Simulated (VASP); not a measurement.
# Ta2N in VASP: settings compared

Aim: see how the results for Ta2N move with the level of theory and the settings. Levels: RPBE, B3LYP. Tasks: single point, relaxation of cell and atoms.

Program: VASP 6.6.1. These are calculated values, not measurements. Logs are shortened: lines on timing, memory, paths and dates and some standing lists are left out, and cuts for length are marked.

## (1) The cell of the first run

Symmetry: P-3m1, No. 164, trigonal system. Conventional cell: a = 3.111 Å, b = 3.111 Å, c = 4.916 Å, α = 90.00°, β = 90.00°, γ = 120.00°. Within 2.9 Å of Ta (site symmetry 3m) lie 3 N at 2.19 Å. Within 2.9 Å of N (site symmetry -3m) lie 6 Ta at 2.19 Å.

## (2) Single point, RPBE

INCAR reads:

```
ALGO = Normal
EDIFF = 1E-6
ENCUT = 520
GGA = RP
ISIF = 2
ISMEAR = 0
LASPH = T
LCHARG = F
LREAL = F
LWAVE = F
NBANDS = 20
NELM = 100
PREC = Accurate
SIGMA = 0.1
```

KPOINTS reads:

```
k-points
0
Gamma
  8 8 4
```

POSCAR reads:

```
Ta2N
1.0
    3.1108428340     -0.0000146822      0.0000189606
   -1.5554341322      2.6940869018     -0.0000292536
    0.0000296624     -0.0000357195      4.9157860006
Ta N
2 1
Direct
    0.3463614882      0.6658295730      0.2564281684
    0.6796867833      0.3324579772      0.7449951174
    0.0130157286     -0.0008515502      0.0007097142
```

Potentials or basis: VASP PAW PBE potentials, release 64 (Ta_pv, N).

Launch:

```console
$ cat potpaw_PBE.64/Ta_pv/POTCAR potpaw_PBE.64/N/POTCAR > POTCAR
$ mpirun -np 1 vasp_std > vasp.out
```

OUTCAR:

```text
EDIFF = 1E-6
   ENCUT = 520
   GGA = RP
   ISIF = 2
   ISMEAR = 0
   LASPH = T
   LREAL = F
   NELM = 100
   PREC = Accurate

 ion  position               nearest neighbor table
   1  0.346  0.666  0.256-   3 2.19   3 2.19   3 2.19   2 3.00   2 3.00   2 3.00   2 3.09   2 3.09
                             2 3.09
   2  0.680  0.332  0.745-   3 2.19   3 2.19   3 2.19   1 3.00   1 3.00   1 3.00   1 3.09   1 3.09
                             1 3.09
   3  0.013  0.999  0.001-   2 2.19   1 2.19   2 2.19   1 2.19   1 2.19   2 2.19

  LATTYP: Found a hexagonal cell.
 ALAT       =     3.1108393327
 C/A-ratio  =     1.5802121148

  Lattice vectors:

 A1 = (   1.5554087018,   2.6940722196,  -0.0000102930)
 A2 = (  -3.1108428340,   0.0000146822,  -0.0000189606)
 A3 = (   0.0000296624,  -0.0000357195,   4.9157860006)

Analysis of symmetry for initial positions (statically):
=====================================================================
 Subroutine PRICEL returns:
 Original cell was already a primitive cell.

 Routine SETGRP: Setting up the symmetry group for a
 hexagonal supercell.

 Subroutine GETGRP returns: Found  1 space group operations
 (whereof  1 operations were pure point group operations)
 out of a pool of 24 trial point group operations.

The static configuration has the point symmetry C_1 .

Analysis of symmetry for dynamics (positions and initial velocities):
=====================================================================
 Subroutine PRICEL returns:
 Original cell was already a primitive cell.

 Routine SETGRP: Setting up the symmetry group for a
 hexagonal supercell.

 Subroutine GETGRP returns: Found  1 space group operations
 (whereof  1 operations were pure point group operations)
 out of a pool of 24 trial point group operations.

The dynamic configuration has the point symmetry C_1 .

 Subroutine INISYM returns: Found  1 space group operations
 (whereof  1 operations are pure point group operations),
 and found     1 'primitive' translations

----------------------------------------------------------------------------------------

                                     Primitive cell

  volume of cell :      41.1985

  direct lattice vectors                    reciprocal lattice vectors
     3.110842834 -0.000014682  0.000018961     0.321457167  0.185593661 -0.000000591
    -1.555434132  2.694086902 -0.000029254     0.000001752  0.371184287  0.000002697
     0.000029662 -0.000035720  4.915786001    -0.000001240  0.000001493  0.203426268

  length of vectors
     3.110842834  3.110864763  4.915786001     0.371186903  0.371184287  0.203426268

  position of ions in fractional coordinates (direct lattice)
     0.346361488  0.665829573  0.256428168
     0.679686783  0.332457977  0.744995117
     0.013015729  0.999148450  0.000709714

  ion indices of the primitive-cell ions
   primitive index   ion index
                 1           1
                 2           2
                 3           3

----------------------------------------------------------------------------------------

 KPOINTS: k-points

Automatic generation of k-mesh.
 Grid dimensions read from file:
 generate k-points for:    8    8    4

 Generating k-lattice:

  Cartesian coordinates                     Fractional coordinates (reciprocal lattice)
     0.040182146  0.023199208 -0.000000074     0.125000000  0.000000000  0.000000000
     0.000000219  0.046398036  0.000000337    -0.000000000  0.125000000  0.000000000
    -0.000000310  0.000000373  0.050856567     0.000000000 -0.000000000  0.250000000

  Length of vectors
     0.046398363  0.046398036  0.050856567

  Shift w.r.t. Gamma in fractional coordinates (k-lattice)
     0.000000000  0.000000000  0.000000000

 Subroutine IBZKPT returns following result:
 ===========================================

 Found    132 irreducible k-points:

 Following reciprocal coordinates:
            Coordinates               Weight
  0.000000  0.000000  0.000000      1.000000
  0.125000  0.000000  0.000000      2.000000
  0.250000  0.000000  0.000000      2.000000
  0.375000  0.000000  0.000000      2.000000
  0.500000  0.000000  0.000000      1.000000
  0.000000  0.125000  0.000000      2.000000
[... 16 lines left out ...]
  0.125000  0.375000  0.000000      2.000000
  0.250000  0.375000  0.000000      2.000000
 [... further k-points ...]
   k-points           NKPTS =    132   k-points in BZ     NKDIM =    132   number of bands    NBANDS=     20
   number of dos      NEDOS =    301   number of ions     NIONS =      3
   total plane-waves  NPLWV =  23040
   dimension x,y,z NGX =    24 NGY =   24 NGZ =   40
   dimension x,y,z NGXF=    48 NGYF=   48 NGZF=   80
   ions per type =               2   1
   NGX,Y,Z   is equivalent  to a cutoff of  12.83, 12.83, 13.53 a.u.
   NGXF,Y,Z  is equivalent  to a cutoff of  25.65, 25.65, 27.06 a.u.
 SYSTEM =  unknown system
   PREC   = accura    normal or accurate (medium, high low for compatibility)
   ISTART =      0    job   : 0-new  1-cont  2-samecut
   ICHARG =      2    charge: 1-file 2-atom 10-const
   ISPIN  =      1    spin polarized calculation?
   LNONCOLLINEAR =      F non collinear calculations
   LSORBIT =      F    spin-orbit coupling
   LASPH  =      T    aspherical Exc in radial PAW
   ENCUT  =  520.0 eV  38.22 Ry    6.18 a.u.   5.78  5.78  9.14*2*pi/ulx,y,z
   NELM   =    100;   NELMIN=  2; NELMDL= -5     # of ELM steps
   EDIFF  = 0.1E-05   stopping-criterion for ELM
   LREAL  =      F    real-space projection
   EDIFFG = 0.1E-04   stopping-criterion for IOM
   NSW    =      0    number of steps for IOM
   IBRION =     -1    ionic relax: 0-MD 1-quasi-New 2-CG
   NFREE  =      0    steps in history (QN), initial steepest desc. (CG)
   ISIF   =      2    stress and relaxation
   ISYM   =      2    0-nonsym 1-usesym 2-fastsym
   POTIM  = 0.5000    time-step for ionic-motion
   TEBEG  =    0.0;   TEEND  =   0.0 temperature during run
   PSTRESS=    0.0 pullay stress
   NELECT =      27.0000    total number of electrons
   NUPDOWN=      -1.0000    fix difference up-down
   EMIN   =  10.00;   EMAX   =-10.00  energy-range for DOS
   EFERMI =   0.00;   METHOD = LEGACY
   ISMEAR =     0;   SIGMA  =   0.10  broadening in eV -4-tet -1-fermi 0-gaus
   EFERMI_NEDOS =   21; number of points for ismear=-14 and -15
   IALGO  =     38    algorithm
   IMIX   =      4    mixing-type and parameters
     AMIX     =   0.40;   BMIX     =  1.00
     AMIX_MAG =   1.60;   BMIX_MAG =  1.00
  volume/ion in A,a.u.               =      13.73        92.67
  Fermi-wavevector in a.u.,A,eV,Ry     =   1.422009  2.687207 27.512461  2.022109
  Thomas-Fermi vector in A             =   2.542758
   LORBIT       =      0    0 simple, 1 ext, 2 COOP (PROOUT), +10 PAW based schemes
   GGA     = RP    functional components
   LHFCALC =     F    Hartree Fock is set to
   AEXX    =    0.0000 exact exchange contribution
   IVDW    =     0    specifies the selected vdW correction
   LEPSILON=     F    determine dielectric tensor
   LRPA    =     F    only Hartree local field effects (RPA)
 non-spin polarized calculation
 Gauss-broadening in eV      SIGMA  =   0.10
  energy-cutoff  :      520.00
  volume of cell :       41.20
 maximum number of plane-waves:      1134
   NGX = 11   NGY = 11   NGZ = 19

 number of electron      26.9999999 magnetization

 Free energy of the ion-electron system (eV)
  ---------------------------------------------------
  ext. energy  EPLUGINS =         0.00000000
  ---------------------------------------------------
  free energy    TOTEN  =       -32.84950214 eV

  energy without entropy =      -32.84473582  energy(sigma->0) =      -32.84711898

 E-fermi :   7.4976     XC(G=0): -12.7466

 val. band max:        7.4741097460   @ k =   0.0000   0.1250   0.0000
 cond. band min:       7.5293390392   @ k =   0.0000   0.1250   0.0000
 fundamental gap:      0.0552292932
 Fermi energy:         7.4976387281

 k-point     1 :       0.0000    0.0000    0.0000
  band No.  band energies     occupation
      1     -28.2343      2.00000
      2     -27.5318      2.00000
      3     -27.5318      2.00000
      4     -27.4161      2.00000
      5     -27.4161      2.00000
      6     -27.3306      2.00000
[... 12 lines left out ...]
     19       8.6209      0.00000
     20      12.3130      0.00000

 k-point     2 :       0.1250    0.0000    0.0000
  band No.  band energies     occupation
      1     -28.1903      2.00000
      2     -27.6203      2.00000
      3     -27.5625      2.00000
      4     -27.5041      2.00000
      5     -27.4245      2.00000
      6     -27.3465      2.00000
[... 12 lines left out ...]
     19       9.7252      0.00000
     20      12.2145      0.00000

 k-point     3 :       0.2500    0.0000    0.0000
  band No.  band energies     occupation
      1     -28.0734      2.00000
      2     -27.8339      2.00000
      3     -27.7021      2.00000
      4     -27.6305      2.00000
      5     -27.4501      2.00000
      6     -27.3985      2.00000
[... 12 lines left out ...]
     19      11.5452      0.00000
     20      11.9210      0.00000

 k-point     4 :       0.3750    0.0000    0.0000
  band No.  band energies     occupation
      1     -28.0566      2.00000
      2     -27.9143      2.00000
      3     -27.8851      2.00000
      4     -27.6936      2.00000
      5     -27.4833      2.00000
      6     -27.4796      2.00000
[... 429 lines left out ...]
 k-point    23 :       0.1250    0.3750    0.0000
  band No.  band energies     occupation
      1     -28.0986      2.00000
      2     -27.9231      2.00000
      3     -27.8308      2.00000
      4     -27.7496      2.00000
      5     -27.5467      2.00000
      6     -27.5408      2.00000
[... 12 lines left out ...]
     19      12.1049      0.00000
     20      12.3499      0.00000

 k-point    24 :       0.2500    0.3750    0.0000
  band No.  band energies     occupation
      1     -28.0708      2.00000
      2     -27.8726      2.00000
      3     -27.8431      2.00000
      4     -27.7359      2.00000
      5     -27.6816      2.00000
      6     -27.6167      2.00000
[... 12 lines left out ...]
     19      11.4476      0.00000
     20      14.0834      0.00000

 [... further k-points ...]

------------------------ aborting loop because EDIFF is reached ----------------------------------------

  FORCE on cell =-STRESS in cart. coord.  units (eV):
  Direction    XX          YY          ZZ          XY          YZ          ZX
  --------------------------------------------------------------------------------------
  -------------------------------------------------------------------------------------
  Total        0.1308303      0.1305401      0.1072739      0.0005474      0.0001115     -0.0004628
  in kB        5.0878854      5.0766003      4.1717956      0.0212865      0.0043362     -0.0179978
  external PRESSURE =       4.7787604 kB  Pullay stress =       0.0000000 kB

 VOLUME and BASIS-vectors are now :
 -----------------------------------------------------------------------------
  energy-cutoff  :      520.00
  volume of cell :       41.20
      direct lattice vectors                 reciprocal lattice vectors
     3.110842834 -0.000014682  0.000018961     0.321457167  0.185593661 -0.000000591
    -1.555434132  2.694086902 -0.000029254     0.000001752  0.371184287  0.000002697
     0.000029662 -0.000035720  4.915786001    -0.000001240  0.000001493  0.203426268

 POSITION                                       TOTAL-FORCE (eV/Angst)
 -----------------------------------------------------------------------------------
      0.04183      1.79379      1.26053        -0.000128     -0.000256      0.028524
      1.59730      0.89563      3.66224        -0.000269      0.000385     -0.028641
     -1.51362      2.69179      0.00346         0.000397     -0.000129      0.000118
 -----------------------------------------------------------------------------------
    total drift:                               -0.000173     -0.000039      0.000047

  FREE ENERGIE OF THE ION-ELECTRON SYSTEM (eV)
  ---------------------------------------------------
  free  energy   TOTEN  =       -32.8495021401 eV

  energy  without entropy=      -32.8447358217  energy(sigma->0) =      -32.84711898
```

Wall time 45 s (1 thread of Intel Xeon 6975P-C (Granite Rapids), shared host); peak memory 0.22 GiB.

Results:

* Free energy: -32.8495 eV
* Pressure: 0.5 GPa
* Largest force: 0.029 eV/Å

Forces on the atoms (eV/Å):
```
Ta   0.000  0.000  0.029
Ta   0.000  0.000 -0.029
N    0.000  0.000  0.000
```

Caveat: the PAW data sets were made with another functional, which shifts forces and pressure a little; spin-orbit coupling is left out, which moves the levels of the heavy elements.

(Part 1 of 2 ends here.)
